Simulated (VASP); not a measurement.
Write the native input for VASP 6.6.1 that does the following.

```
Task                   : relaxation of cell and atoms
Functional             : PBEsol
Potentials or basis    : VASP PAW PBE potentials, release 64 (Ca_sv)
Cutoff                 : 600 eV
k mesh                 : 13 × 13 × 13
Occupations            : fermi-dirac, width 0.1 eV
Spin                   : no spin polarisation
Target pressure        : 2.8 GPa
Dipole correction      : no
Further INCAR settings : ALGO = Normal; EDIFF = 1e-06; IBRION = 2; EDIFFG = -0.005; NSW = 32; ISIF = 3
```

The structure of Ca lies in POSCAR:

```
Ca
1.0
   -2.0695306009      2.0695306009      2.0695306009
    2.0695306009     -2.0695306009      2.0695306009
    2.0695306009      2.0695306009     -2.0695306009
Ca
1
Direct
    0.0000000000      0.0000000000      0.0000000000
```

This isn't the form of Ca at room conditions, which is fcc.

The input as run:

INCAR

```
SYSTEM = Ca
  PREC = Accurate
  ENCUT = 600
  EDIFF = 1E-6
  ISMEAR = -1
  SIGMA = 0.1
  LREAL = .FALSE.
  LASPH = .TRUE.
  NELM = 80
  ALGO = Normal
  ISIF = 3
  LWAVE = .FALSE.
  LCHARG = .FALSE.
  GGA = PS
  IBRION = 2
  NSW = 32
  EDIFFG = -0.005
  PSTRESS = 28.0
```

KPOINTS

```
Automatic mesh
0
G
  13 13 13
  0 0 0
```

Potentials or basis: VASP PAW PBE potentials, release 64 (Ca_sv).

Launch:

```sh
$ cat potpaw_PBE.64/Ca_sv/POTCAR > POTCAR
$ mpirun -np 1 vasp_std > vasp.out
```

Results of the run:

```json
{
 "Relaxed volume": "35.49 Å³/atom",
 "Relaxed cell": "a = 3.586 Å, b = 3.586 Å, c = 3.586 Å, α = 109.47°, β = 109.47°, γ = 109.47°",
 "Space group after relaxing (to 0.1 Å)": "Im-3m (No. 229)",
 "Energy change on relaxing (the run minimises the enthalpy)": "-0.6 meV/atom",
 "Ionic steps": "2",
 "Pressure after relaxing": "2.8 GPa",
 "Band gap on the k mesh": "zero (bands 5 and 6 overlap by 0.39 eV)"
}
```

Caveat: the cell is relaxed towards a set pressure, so the run minimises the enthalpy, not the energy; the PAW data sets were made with another functional, which shifts forces and pressure a little.

Wall time 81 s on 1 thread of Intel Xeon 8259CL, on a shared host, peak memory 0.19 GiB.
